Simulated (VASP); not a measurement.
Fe: relaxation of cell and atoms with PBEsol

Crystal: Fe.

```
Fe
1.0
     1.70008   -1.72624    0.00000
     1.70008    1.72624    0.00000
     0.00000    0.00000    3.70970
Fe
2
Direct
  0.50000 0.50000 0.50000
  0.00000 0.00000 0.00000
```

```json
{
 "Program": "VASP 6.6.1",
 "Task": "relaxation of cell and atoms",
 "Functional": "PBEsol",
 "Potentials or basis": "VASP PAW PBE potentials, release 64 (Fe)",
 "Cutoff": "600 eV",
 "k mesh": "14 × 14 × 10",
 "Occupations": "fermi-dirac, width 0.05 eV",
 "Spin": "collinear spin, antiferromagnetic start",
 "Starting moments": "[-3.0, 3.0] μB",
 "Dipole correction": "no",
 "Further INCAR settings": "ALGO = Normal; EDIFF = 1e-06; IBRION = 2; EDIFFG = -0.002; NSW = 100; ISIF = 3"
}
```

* Relaxed volume: 10.16 Å³/atom
* Relaxed cell: a = 2.391 Å, b = 2.391 Å, c = 3.553 Å, α = 90.00°, β = 90.00°, γ = 90.02°
* Space group after relaxing (to 0.1 Å): I4/mmm (No. 139)
* Energy gained by relaxing: 32.7 meV/atom
* Ionic steps: 30
* Pressure after relaxing: 0.0 GPa
* Band gap on the k mesh: zero (filled and empty bands overlap)
* Net moment: 0.00 μB per cell
* Site moments: Fe -1.24, +1.24 μB
* Valence electrons inside the program's atomic spheres: Fe 7.53

The path:
| step | energy change (eV) | largest force (eV/Å) | pressure (GPa) | volume (Å³) |
| --- | --- | --- | --- | --- |
| 1 | 0.0000 | 0.0000 | -12.63 | 21.77 |
| 2 | 0.0053 | 0.0000 | 17.73 | 19.18 |
| 3 | -0.0576 | 0.0000 | 0.05 | 20.44 |
| 4 | -0.0576 | 0.0000 | 0.33 | 20.41 |
| 5 | -0.0644 | 0.0000 | 0.33 | 20.33 |
| 6 | -0.0651 | 0.0000 | 0.38 | 20.29 |
| 7 | -0.0651 | 0.0000 | 0.34 | 20.28 |
| 8 | -0.0651 | 0.0000 | 0.41 | 20.28 |
| 9 | -0.0651 | 0.0000 | 0.39 | 20.28 |
| 10 | -0.0653 | 0.0000 | -0.42 | 20.35 |
| 11 | -0.0653 | 0.0000 | -0.25 | 20.34 |
| 12 | -0.0654 | 0.0000 | -0.05 | 20.32 |
| 13 | -0.0654 | 0.0000 | 0.03 | 20.32 |
| 14 | -0.0654 | 0.0000 | 0.20 | 20.31 |
| 15 | -0.0654 | 0.0000 | 0.09 | 20.31 |
| 16 | -0.0654 | 0.0000 | 0.09 | 20.31 |
| 17 | -0.0654 | 0.0000 | 0.07 | 20.32 |
| 18 | -0.0654 | 0.0000 | 0.01 | 20.32 |
| 19 | -0.0654 | 0.0000 | 0.02 | 20.32 |
| 20 | -0.0654 | 0.0000 | -0.03 | 20.32 |
| 21 | -0.0654 | 0.0000 | 0.00 | 20.32 |
| 22 | -0.0654 | 0.0000 | 0.02 | 20.32 |
| 23 | -0.0654 | 0.0000 | 0.03 | 20.32 |
| 24 | -0.0654 | 0.0000 | 0.03 | 20.32 |
| 25 | -0.0654 | 0.0000 | -0.11 | 20.32 |
| 26 | -0.0654 | 0.0000 | 0.05 | 20.32 |
| 27 | -0.0654 | 0.0000 | -0.14 | 20.32 |
| 28 | -0.0654 | 0.0000 | 0.09 | 20.32 |
| 29 | -0.0654 | 0.0000 | -0.05 | 20.32 |
| 30 | -0.0654 | 0.0000 | 0.01 | 20.32 |

Final structure:
```
Fe
1.0
     1.69073   -1.69124    0.00000
     1.69073    1.69124    0.00000
     0.00000    0.00000    3.55299
Fe
2
Cartesian
  1.6907 0.0000 1.7765
  0.0000 0.0000 0.0000
```

Levels at points of the mesh, in eV from the Fermi level:
Spin up:
| k point | band 4 | band 5 | band 6 | band 7 | band 8 | band 9 | band 10 | band 11 | band 12 |
| --- | --- | --- | --- | --- | --- | --- | --- | --- | --- |
| (0.00, 0.00, 0.00) | -2.03 | -1.79 | -1.78 | -0.52 | -0.42 | 1.27 | 1.27 | 1.40 | 2.22 |
| (0.50, 0.00, 0.00) | -2.94 | -2.49 | -2.09 | -1.65 | -0.80 | -0.06 | 0.49 | 2.51 | 3.26 |
| (0.50, 0.50, 0.00) | -4.48 | 0.60 | 0.85 | 1.06 | 1.06 | 1.11 | 1.77 | 3.47 | 3.48 |
| (0.00, 0.00, 0.50) | -2.95 | -1.92 | -1.08 | -1.08 | -0.98 | -0.43 | 0.17 | 0.17 | 1.29 |
| (0.50, 0.00, 0.50) | -2.10 | -1.77 | -1.63 | -0.08 | 0.02 | 0.71 | 0.90 | 1.05 | 1.25 |
| (0.50, 0.50, 0.50) | -3.22 | -2.28 | -2.28 | -0.95 | 0.15 | 0.85 | 1.77 | 9.38 | 9.45 |
Spin down:
```
           k point  band 4  band 5  band 6  band 7  band 8  band 9  band 10  band 11  band 12
(0.00, 0.00, 0.00)   -2.03   -1.79   -1.78   -0.52   -0.42    1.27     1.27     1.40     2.22
(0.50, 0.00, 0.00)   -2.94   -2.49   -2.09   -1.65   -0.80   -0.06     0.49     2.51     3.26
(0.50, 0.50, 0.00)   -4.48    0.60    0.85    1.06    1.06    1.11     1.77     3.47     3.48
(0.00, 0.00, 0.50)   -2.95   -1.92   -1.08   -1.08   -0.98   -0.43     0.17     0.17     1.29
(0.50, 0.00, 0.50)   -2.10   -1.77   -1.63   -0.08    0.02    0.71     0.90     1.05     1.25
(0.50, 0.50, 0.50)   -3.22   -2.28   -2.28   -0.95    0.15    0.85     1.77     9.38     9.45
```

Wall time 11 min on 1 thread of Intel(R) Xeon(R) 6975P-C (Granite Rapids), on a shared host, peak memory 0.32 GiB.

Caveat: the antiferromagnetic order is the one typed at the start, and another may lie lower; the PAW data sets were made with another functional, which shifts forces and pressure a little.
